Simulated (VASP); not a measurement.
# MoPt (Pmma) in VASP: further runs, part 2 of 2

VASP 6.6.1. The steps go on from the part before.

## 4. Single point, LDA

INCAR reads:

```
SYSTEM = MoPt
PREC = Accurate
ENCUT = 500
EDIFF = 1E-6
ISMEAR = 0
SIGMA = 0.3
LREAL = .False.
LASPH = .True.
NELM = 120
ALGO = Normal
ISIF = 2
LWAVE = .False.
LCHARG = .False.
GGA = CA
NBANDS = 40
GGA_COMPAT = .False.
```

KPOINTS reads:

```
regular mesh
0
Gamma
  3 5 3
  0 0 0
```

POSCAR reads:

```
MoPt
1.0
    4.4766150000      0.0000000000      0.0000000000
    0.0000000000      2.7337350000      0.0000000000
    0.0000000000      0.0000000000      4.9584030000
Mo Pt
2 2
Direct
    0.2500000000      0.0000000000      0.1617500000
    0.7500000000      0.0000000000      0.8382500000
    0.2500000000      0.5000000000      0.6627290000
    0.7500000000      0.5000000000      0.3372710000
```

Potentials or basis: VASP PAW LDA potentials, release 64 (Mo_sv, Pt_sv_GW).

Launch:

```
$ cat potpaw_LDA.64/Mo_sv/POTCAR potpaw_LDA.64/Pt_sv_GW/POTCAR > POTCAR
$ mpirun -np 1 vasp_std > vasp.out
```

OUTCAR:

```text
SYSTEM = MoPt
   PREC = Accurate
   ENCUT = 500
   EDIFF = 1E-6
   ISMEAR = 0
   LREAL = .False.
   LASPH = .True.
   NELM = 120
   ISIF = 2
   GGA = CA

 ion  position               nearest neighbor table
   1  0.250  0.000  0.162-   2 2.75   2 2.75   4 2.76   4 2.76   4 2.76   4 2.76   3 2.83   3 2.83
                             3 2.84   3 2.84
   2  0.750  0.000  0.838-   1 2.75   1 2.75   3 2.76   3 2.76   3 2.76   3 2.76   4 2.83   4 2.83
                             4 2.84   4 2.84
   3  0.250  0.500  0.663-   4 2.76   4 2.76   2 2.76   2 2.76   2 2.76   2 2.76   1 2.83   1 2.83
                             1 2.84   1 2.84
   4  0.750  0.500  0.337-   3 2.76   3 2.76   1 2.76   1 2.76   1 2.76   1 2.76   2 2.83   2 2.83
                             2 2.84   2 2.84

  LATTYP: Found a simple orthorhombic cell.
 ALAT       =     2.7337350000
 B/A-ratio  =     1.6375453363
 C/A-ratio  =     1.8137833404

  Lattice vectors:

 A1 = (   0.0000000000,  -2.7337350000,   0.0000000000)
 A2 = (   4.4766150000,   0.0000000000,   0.0000000000)
 A3 = (   0.0000000000,   0.0000000000,   4.9584030000)

Analysis of symmetry for initial positions (statically):
[... 168 lines left out ...]

 val. band max:       11.8980437501   @ k =   0.0000   0.4000   0.3333
 cond. band min:      11.9496166256   @ k =   0.3333   0.2000   0.3333
 fundamental gap:      0.0515728755
 Fermi energy:        11.9249621898

 k-point     1 :       0.0000    0.0000    0.0000
  band No.  band energies     occupation
      1     -86.9981      2.00000
      2     -86.9860      2.00000
      3     -48.9560      2.00000
      4     -48.8495      2.00000
      5     -41.5488      2.00000
      6     -41.4524      2.00000
[... 505 lines left out ...]
     39      16.3083      0.00000
     40      17.4106      0.00000

------------------------ aborting loop because EDIFF is reached ----------------------------------------

  FORCE on cell =-STRESS in cart. coord.  units (eV):
  Direction    XX          YY          ZZ          XY          YZ          ZX
  --------------------------------------------------------------------------------------
  -------------------------------------------------------------------------------------
  Total       -4.4336112     -3.6364682     -4.3795460      0.0000000      0.0000000      0.0000000
  in kB     -117.0631505    -96.0157315   -115.6356365      0.0000000      0.0000000      0.0000000
  external PRESSURE =    -109.5715062 kB  Pullay stress =       0.0000000 kB

 VOLUME and BASIS-vectors are now :
 -----------------------------------------------------------------------------
  energy-cutoff  :      500.00
  volume of cell :       60.68
      direct lattice vectors                 reciprocal lattice vectors
     4.476615000  0.000000000  0.000000000     0.223383070  0.000000000  0.000000000
     0.000000000  2.733735000  0.000000000     0.000000000  0.365799904  0.000000000
     0.000000000  0.000000000  4.958403000     0.000000000  0.000000000  0.201677839

 POSITION                                       TOTAL-FORCE (eV/Angst)
 -----------------------------------------------------------------------------------
      1.11915      0.00000      0.80202        -0.000000     -0.000000      0.334870
      3.35746      0.00000      4.15638         0.000000      0.000000     -0.334870
      1.11915      1.36687      3.28608        -0.000000     -0.000000      0.177486
      3.35746      1.36687      1.67233         0.000000     -0.000000     -0.177486
 -----------------------------------------------------------------------------------
    total drift:                                0.000000     -0.000000     -0.000000

  FREE ENERGIE OF THE ION-ELECTRON SYSTEM (eV)
  ---------------------------------------------------
  free  energy   TOTEN  =       -40.3777942388 eV

  energy  without entropy=      -40.2373401219  energy(sigma->0) =      -40.30756718
```

OSZICAR:

```text
N       E                     dE             d eps       ncg     rms          rms(c)
DAV:   1     0.880136403392E+03    0.88014E+03   -0.41705E+04   960   0.170E+03
DAV:   2    -0.729607298374E+01   -0.88743E+03   -0.85336E+03  1080   0.606E+02
DAV:   3    -0.468347289938E+02   -0.39539E+02   -0.37956E+02  1112   0.130E+02
DAV:   4    -0.475339466184E+02   -0.69922E+00   -0.69716E+00  1008   0.173E+01
DAV:   5    -0.475424149805E+02   -0.84684E-02   -0.84671E-02  1120   0.175E+00    0.108E+02
DAV:   6    -0.449906060814E+02    0.25518E+01   -0.44238E+01  1112   0.415E+01    0.684E+01
DAV:   7    -0.437609167392E+02    0.12297E+01   -0.39551E+01  1064   0.402E+01    0.306E+01
DAV:   8    -0.406009689809E+02    0.31599E+01   -0.11107E+01  1096   0.251E+01    0.110E+01
DAV:   9    -0.403866870256E+02    0.21428E+00   -0.15140E+00  1072   0.857E+00    0.438E+00
DAV:  10    -0.403879764369E+02   -0.12894E-02   -0.78922E-02   984   0.158E+00    0.255E+00
DAV:  11    -0.403791256004E+02    0.88508E-02   -0.44304E-02  1120   0.137E+00    0.804E-01
DAV:  12    -0.403779812585E+02    0.11443E-02   -0.41516E-03   992   0.453E-01    0.370E-01
DAV:  13    -0.403779437346E+02    0.37524E-04   -0.25028E-04  1080   0.824E-02    0.220E-01
DAV:  14    -0.403777944653E+02    0.14927E-03   -0.32698E-04  1144   0.118E-01    0.246E-02
DAV:  15    -0.403777944003E+02    0.65022E-07   -0.25911E-05   832   0.287E-02    0.403E-02
DAV:  16    -0.403777942388E+02    0.16148E-06   -0.71297E-07   576   0.636E-03
   1 F= -.40377794E+02 E0= -.40307567E+02  d E =-.140454E+00
```

It took 22 s on 1 thread of Intel Xeon Platinum 8259CL at 2.50GHz (Skylake/Cascade Lake), shared host; peak memory 0.16 GiB.

What came out:

- Free energy: -40.3778 eV
- Pressure: -11.0 GPa
- Largest force: 0.335 eV/Å
- Band gap on the k mesh: zero (band 32 reaches 12.54 eV, above the bottom of band 33 at 10.66 eV)

Forces on the atoms (eV/Å):
```
Mo   0.000  0.000  0.335
Mo   0.000  0.000 -0.335
Pt   0.000  0.000  0.177
Pt   0.000  0.000 -0.177
```

Stress tensor (GPa, compression positive):
```
-11.71   0.00   0.00
  0.00  -9.60   0.00
  0.00   0.00 -11.56
```

Levels at points of the mesh, in eV from the Fermi level:
| k point | band 28 | band 29 | band 30 | band 31 | band 32 | band 33 | band 34 | band 35 | band 36 | band 37 |
| --- | --- | --- | --- | --- | --- | --- | --- | --- | --- | --- |
| (0.00, 0.00, 0.00) | -2.25 | -2.21 | -1.77 | -1.69 | -1.42 | 0.38 | 1.59 | 1.74 | 2.03 | 2.60 |

Caveat: the k points lie up to 0.47 Å⁻¹ apart; spin-orbit coupling is left out, which moves the levels of the heavy elements.
